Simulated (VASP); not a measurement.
Wanted: the native input for a VASP 6.6.1 run.

* Task: single point
* Functional: PBE
* Potentials or basis: VASP PAW PBE potentials, release 64 (Ga_d, O)
* Cutoff: 520 eV
* k mesh: 6 × 6 × 6
* Occupations: gaussian, width 0.01 eV
* Spin: no spin polarisation
* Dipole correction: no
* Further INCAR settings: ALGO = Normal; EDIFF = 1e-06; NBANDS = 55

The structure of Ga2O3 lies in POSCAR:

```
Ga2O3
1.0
    6.2277916226     -1.5416633606      0.0116122825
    6.2277916226      1.5416633606      0.0116122825
   -1.4026973609      0.0000000000      5.7073445963
Ga O
4 6
Direct
    0.0899010724      0.0899010724      0.7947034023
    0.9100989276      0.9100989276      0.2052965977
    0.6585131930      0.6585131930      0.3141592110
    0.3414868070      0.3414868070      0.6858407890
    0.1635062533      0.1635062533      0.1091775049
    0.8364937467      0.8364937467      0.8908224951
    0.1737078480      0.1737078480      0.5643202937
    0.8262921520      0.8262921520      0.4356797063
    0.4960405919      0.4960405919      0.2567127869
    0.5039594081      0.5039594081      0.7432872131
```

One way to write it, as run:

INCAR

```
PREC = Accurate
ENCUT = 520
EDIFF = 1E-6
ISMEAR = 0
SIGMA = 0.01
LREAL = F
LASPH = T
NELM = 60
ALGO = Normal
ISIF = 2
LWAVE = F
LCHARG = T
GGA = PE
LELF = T
LVHAR = T
NBANDS = 55
```

KPOINTS

```
Automatic mesh
0
Gamma
  6 6 6
```

Potentials or basis: VASP PAW PBE potentials, release 64 (Ga_d, O).

Launch:

```sh
$ cat potpaw_PBE.64/Ga_d/POTCAR potpaw_PBE.64/O/POTCAR > POTCAR
$ mpirun -np 1 vasp_std > vasp.out
```

It gave:

| Quantity | Value |
| --- | --- |
| Pressure | 0.7 GPa |
| Largest force | 0.026 eV/Å |
| Band gap on the k mesh | 2.00 eV, indirect (least direct gap 2.02 eV) |

Run time: 18 min on 1 thread of Intel(R) Xeon(R) Platinum 8259CL CPU @ 2.50GHz (Skylake/Cascade Lake), with other jobs on the host, peak memory 0.5 GiB.
